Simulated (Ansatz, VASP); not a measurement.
One calculation of NaF, two programs

The input POSCAR:

```
NaF
1.0
    0.0000000000      2.2971680881      2.4207557312
    2.2971680881      0.0000000000      2.4207557312
    2.2971680881      2.2971680881      0.0000000000
Na F
1 1
Direct
    0.0000000000      0.0000000000      0.0000000000
    0.5000000000      0.5000000000      0.5000000000
```

INCAR.step1

```
ALGO = Normal
EDIFF = 1E-4
ENCUT = 520
GGA = PE
ISMEAR = 0
LASPH = T
LCHARG = F
LREAL = F
LWAVE = T
NBANDS = 14
NELM = 80
PREC = Accurate
SIGMA = 0.01
```

INCAR.step2

```
ALGO = Normal
EDIFF = 1E-7
ENCUT = 520
ISIF = 2
ISMEAR = 0
ISTART = 1
LASPH = T
LCHARG = F
LMIXTAU = T
LREAL = F
LWAVE = F
METAGGA = R2SCAN
NBANDS = 14
NELM = 80
PREC = Accurate
SIGMA = 0.01
```

KPOINTS

```
k-points
0
Gamma
  10 10 10
```

Input for Ansatz:

```yaml
crystal:
  lattice:
    - [0.0, 2.2971680881, 2.4207557312]
    - [2.2971680881, 0.0, 2.4207557312]
    - [2.2971680881, 2.2971680881, 0.0]
  atoms:
    - { symbol: Na, position: [0.0, 0.0, 0.0] }
    - { symbol: F, position: [0.5, 0.5, 0.5] }
kpoints:
  mp_grid: { grid: [10, 10, 10] }
  band_path:
    path:
      - [0.0, 0.0, 0.0]
      - [0.5, 0.0, 0.5]
      - [0.625, 0.25, 0.625]
      - [0.375, 0.375, 0.75]
      - [0.5, 0.5, 0.5]
      - [0.5, 0.25, 0.75]
    npoints: 1
hamiltonian:
  xc: r2scan
scf:
  occupations: { method: fixed }
  n_extra_bands: 4
output:
  forces: true
  stress: true
  eigenvalues: true
```

Change from the starting cell: uniaxial_z strain +5.4%.

Alike in both runs: task single point; functional r2SCAN; k mesh 10 × 10 × 10; no spin polarisation.

```csv
,VASP,Ansatz
version,VASP 6.6.1,Ansatz 0.2.0
potentials or method,"VASP PAW PBE potentials, release 64 (Na_pv, F)","plane waves, PAW"
plane-wave cutoff (eV),520,500
occupations,"gaussian, width 0.01 eV",fixed
valence electrons in the cell,14,16
```

Ansatz gave:

- gap on the k mesh at the Fermi level (eV): 6.98
- pressure (GPa): -2.2
- traceless stress, the component that is largest in VASP (GPa): -2.27

Problem. Estimate VASP's values.

Solution. gap on the k mesh at the Fermi level (eV): 7.02; pressure (GPa): -2.7; traceless stress, the component that is largest in VASP (GPa): -2.38.

VASP's potentials were made for PBE, not for r2SCAN. VASP's potentials hold 14 valence electrons a cell and Ansatz's 16, so a difference there can come from the potentials and not from the codes.
